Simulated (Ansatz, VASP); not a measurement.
# Two plane-wave programs on Sc2Al

```xyz
6
Lattice="4.8926 0.0000 0.0000 -2.4463 4.2371 0.0000 0.0000 0.0000 6.1614" Properties=species:S:1:pos:R:3 pbc="T T T"
Sc    0.0000    0.0000    0.0000
Sc    0.0000    0.0000    3.0807
Sc    0.0000    2.8248    4.6211
Sc    2.4463    1.4124    1.5404
Al    0.0000    2.8248    1.5404
Al    2.4463    1.4124    4.6211
```

Alike in both runs: task single point; functional PBEsol; k mesh 12 × 12 × 6; occupations gaussian, width 0.01 eV; no spin polarisation.

```csv
,VASP,Ansatz
version,VASP 6.6.1,Ansatz 0.2.0
potentials or method,"VASP PAW PBE potentials, release 64 (Sc_sv, Al), cutoff 520 eV","scalar-relativistic, plane waves, PAW"
valence electrons in the cell,50,50
```

VASP gave:

* gap on the k mesh at the Fermi level (eV): none
* pressure (GPa): -2.0
* traceless stress, the component that is largest in VASP (GPa): -0.29

Problem. Estimate Ansatz's values.

Solution. gap on the k mesh at the Fermi level (eV): none; pressure (GPa): -2.1; traceless stress, the component that is largest in VASP (GPa): -0.27.

VASP's potentials were made for PBE, not for PBEsol. A gap of «none» marks a metal or a gap that the smearing closes.
